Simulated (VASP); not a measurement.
Write the native input for VASP 6.6.1 that does the following.

* Task: electric field gradients
* Functional: r2SCAN
* Potentials or basis: VASP PAW PBE potentials, release 64 (Sb, Te, Pd)
* Cutoff: 520 eV
* k mesh: 5 × 5 × 5
* Occupations: fermi-dirac, width 0.05 eV
* Spin: no spin polarisation
* Dipole correction: no
* Further INCAR settings: ALGO = Normal; EDIFF = 1e-08; NBANDS = 54

The system is SbTePd.

```xyz
12
Lattice="6.5362 0.0000 0.0000 0.0000 6.5362 0.0000 0.0000 0.0000 6.5362" Properties=species:S:1:pos:R:3 pbc="T T T"
Sb    4.1047    4.1047    4.1047
Sb    5.6996    2.4315    0.8366
Sb    0.8366    5.6996    2.4315
Sb    2.4315    0.8366    5.6996
Te    2.4366    2.4366    2.4366
Te    0.8315    4.0996    5.7047
Te    5.7047    0.8315    4.0996
Te    4.0996    5.7047    0.8315
Pd    6.5570    6.5570    6.5570
Pd    3.2473   -0.0208    3.2889
Pd    3.2889    3.2473   -0.0208
Pd   -0.0208    3.2889    3.2473
```

One way to write it, as run:

POSCAR

```
SbTePd
1.0
    6.5362000000      0.0000000000      0.0000000000
    0.0000000000      6.5362000000      0.0000000000
    0.0000000000      0.0000000000      6.5362000000
Sb Te Pd
4 4 4
Direct
    0.6280015336      0.6280015336      0.6280015336
    0.8719984664      0.3719984664      0.1280015336
    0.1280015336      0.8719984664      0.3719984664
    0.3719984664      0.1280015336      0.8719984664
    0.3727892427      0.3727892427      0.3727892427
    0.1272107573      0.6272107573      0.8727892427
    0.8727892427      0.1272107573      0.6272107573
    0.6272107573      0.8727892427      0.1272107573
    1.0031829165      1.0031829165      1.0031829165
    0.4968170835     -0.0031829165      0.5031829165
    0.5031829165      0.4968170835     -0.0031829165
   -0.0031829165      0.5031829165      0.4968170835
```

INCAR.step1

```
SYSTEM = SbTePd
ALGO = Normal
EDIFF = 1E-4
ENCUT = 520
GGA = PE
ISMEAR = -1
LASPH = .True.
LCHARG = .False.
LREAL = .False.
LWAVE = .True.
NBANDS = 54
NELM = 60
PREC = Accurate
SIGMA = 0.05
```

INCAR.step2

```
SYSTEM = SbTePd
ALGO = Normal
EDIFF = 1E-8
ENCUT = 520
ISIF = 2
ISMEAR = -1
ISTART = 1
LASPH = .True.
LCHARG = .False.
LEFG = .True.
LMIXTAU = .True.
LREAL = .False.
LWAVE = .False.
METAGGA = R2SCAN
NBANDS = 54
NELM = 60
PREC = Accurate
SIGMA = 0.05
```

KPOINTS

```
k-points
0
Gamma
  5 5 5
  0 0 0
```

Potentials or basis: VASP PAW PBE potentials, release 64 (Sb, Te, Pd).

Launch:

```sh
$ cat potpaw_PBE.64/Sb/POTCAR potpaw_PBE.64/Te/POTCAR potpaw_PBE.64/Pd/POTCAR > POTCAR
$ cp INCAR.step1 INCAR
$ mpirun -np 1 vasp_std > vasp.out
$ cp INCAR.step2 INCAR
$ mpirun -np 1 vasp_std > vasp.out
```

Results of the run:

| Quantity | Value |
| --- | --- |
| Pressure | 2.9 GPa |
| Largest force | 0.142 eV/Å |
| Band gap on the k mesh | zero (bands 42 and 43 overlap by 1.33 eV) |
| Largest electric field gradient by atom | Sb +220.4; Te +62.1; Pd -6.4 V/Å² |

Caveat: without QUAD_EFG the Cq values of the log hold for a quadrupole moment of 1 mb, not for the nuclei; the PAW data sets were made with another functional, which shifts forces and pressure a little; spin-orbit coupling is left out, which moves the levels of the heavy elements.

Run time: 7.6 min on 1 thread of Intel(R) Xeon(R) Platinum 8488C (Sapphire Rapids), with other jobs on the host, peak memory 0.46 GiB.
